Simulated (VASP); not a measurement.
# KBaI3 (Pm-3m) in VASP: notebook, part 2 of 2

VASP 6.6.1.

## Step 3: Single point, PBE

This run uses another cell than the first one, of 60.67 Å³/atom.

The input, INCAR:

```
PREC = Accurate
ENCUT = 500
EDIFF = 1E-6
ISMEAR = -1
SIGMA = 0.02
LREAL = F
LASPH = T
NELM = 120
ALGO = Normal
ISIF = 2
LWAVE = F
LCHARG = T
GGA = PE
LELF = T
LVHAR = T
NBANDS = 28
GGA_COMPAT = F
```

The input, KPOINTS:

```
regular mesh
0
Gamma
  4 4 4
```

The input, POSCAR:

```
KBaI3
1.0
    6.7191904481      0.0000000000      0.0000000000
    0.0000000000      6.7191904481      0.0000000000
    0.0000000000      0.0000000000      6.7191904481
K Ba I
1 1 3
Direct
    0.0000000000      0.0000000000      0.0000000000
    0.5000000000      0.5000000000      0.5000000000
    0.5000000000      0.5000000000      0.0000000000
    0.5000000000      0.0000000000      0.5000000000
    0.0000000000      0.5000000000      0.5000000000
```

Potentials or basis: VASP PAW PBE potentials, release 64 (K_sv, Ba_sv, I).

Started as:

```console
> cat potpaw_PBE.64/K_sv/POTCAR potpaw_PBE.64/Ba_sv/POTCAR potpaw_PBE.64/I/POTCAR > POTCAR
> mpirun -np 1 vasp_std > vasp.out
```

OUTCAR:

```text
PREC = Accurate
   ENCUT = 500
   EDIFF = 1E-6
   ISMEAR = -1
   LREAL = F
   LASPH = T
   NELM = 120
   ISIF = 2
   GGA = PE

 ion  position               nearest neighbor table
   1  0.000  0.000  0.000-
   2  0.500  0.500  0.500-   3 3.36   4 3.36   5 3.36   3 3.36   4 3.36   5 3.36
   3  0.500  0.500  0.000-   2 3.36   2 3.36
   4  0.500  0.000  0.500-   2 3.36   2 3.36
   5  0.000  0.500  0.500-   2 3.36   2 3.36

  LATTYP: Found a simple cubic cell.
 ALAT       =     6.7191904481

  Lattice vectors:

 A1 = (   6.7191904481,   0.0000000000,   0.0000000000)
 A2 = (   0.0000000000,   6.7191904481,   0.0000000000)
 A3 = (   0.0000000000,   0.0000000000,   6.7191904481)

Analysis of symmetry for initial positions (statically):
=====================================================================
 Subroutine PRICEL returns:
 Original cell was already a primitive cell.

 Routine SETGRP: Setting up the symmetry group for a
 simple cubic supercell.

 Subroutine GETGRP returns: Found 48 space group operations
 (whereof 48 operations were pure point group operations)
 out of a pool of 48 trial point group operations.
[... 155 lines left out ...]

 val. band max:       -0.8022437603   @ k =   0.5000   0.5000   0.5000
 cond. band min:       2.2909290298   @ k =   0.0000   0.0000   0.0000
 fundamental gap:      3.0931727901
 Fermi energy:        -0.2642597597

 k-point     1 :       0.0000    0.0000    0.0000
  band No.  band energies     occupation
      1     -31.2294      2.00000
      2     -27.0392      2.00000
      3     -14.6689      2.00000
      4     -14.6689      2.00000
      5     -14.6689      2.00000
      6     -12.3370      2.00000
[... 299 lines left out ...]
     27       5.1284      0.00000
     28       6.0728      0.00000

------------------------ aborting loop because EDIFF is reached ----------------------------------------

  FORCE on cell =-STRESS in cart. coord.  units (eV):
  Direction    XX          YY          ZZ          XY          YZ          ZX
  --------------------------------------------------------------------------------------
  -------------------------------------------------------------------------------------
  Total        0.4621525      0.4621525      0.4621525      0.0000000      0.0000000      0.0000000
  in kB        2.4408724      2.4408724      2.4408724      0.0000000      0.0000000      0.0000000
  external PRESSURE =       2.4408724 kB  Pullay stress =       0.0000000 kB

 VOLUME and BASIS-vectors are now :
 -----------------------------------------------------------------------------
  energy-cutoff  :      500.00
  volume of cell :      303.35
      direct lattice vectors                 reciprocal lattice vectors
     6.719190448  0.000000000  0.000000000     0.148827453  0.000000000  0.000000000
     0.000000000  6.719190448  0.000000000     0.000000000  0.148827453  0.000000000
     0.000000000  0.000000000  6.719190448     0.000000000  0.000000000  0.148827453

 POSITION                                       TOTAL-FORCE (eV/Angst)
 -----------------------------------------------------------------------------------
      0.00000      0.00000      0.00000         0.000000      0.000000      0.000000
      3.35960      3.35960      3.35960         0.000000      0.000000      0.000000
      3.35960      3.35960      0.00000         0.000000      0.000000      0.000000
      3.35960      0.00000      3.35960         0.000000      0.000000      0.000000
      0.00000      3.35960      3.35960         0.000000      0.000000      0.000000
 -----------------------------------------------------------------------------------
    total drift:                                0.000000     -0.000000      0.000000

  FREE ENERGIE OF THE ION-ELECTRON SYSTEM (eV)
  ---------------------------------------------------
  free  energy   TOTEN  =       -15.1628641798 eV

  energy  without entropy=      -15.1628641798  energy(sigma->0) =      -15.16286418
```

stdout:

```text
POSCAR found type information on POSCAR K BaI
 POSCAR found :  3 types and       5 ions
 scaLAPACK will be used
 LDA part: xc-table for (Slater+PW92), standard interpolation
 POSCAR, INCAR and KPOINTS ok, starting setup
 FFT: planning ... GRIDC
 FFT: planning ... GRID_SOFT
 FFT: planning ... GRID
 WAVECAR not read
 entering main loop
```

It took 78 s on 1 thread of AMD EPYC 7R43 (Zen 3), shared host; peak memory 0.35 GiB.

Results:

* Free energy: -15.1629 eV
* Pressure: 0.2 GPa
* Band gap on the k mesh: 3.09 eV (least direct gap 3.27 eV)

Levels at points of the mesh, in eV from the valence-band top:
```
           k point  band 17  band 18  band 19  band 20  band 21  band 22  band 23  band 24
(0.00, 0.00, 0.00)    -0.39    -0.17    -0.17    -0.17     3.09     4.02     4.02     4.02
(0.50, 0.00, 0.00)    -0.65    -0.47    -0.24    -0.24     4.11     4.26     4.61     5.01
(0.50, 0.50, 0.00)    -0.59    -0.59    -0.54    -0.01     4.51     5.09     5.09     5.34
(0.50, 0.50, 0.50)    -1.21     0.00     0.00     0.00     3.82     5.51     5.51     5.51
```

Caveat: spin-orbit coupling is left out, which moves the levels of the heavy elements.
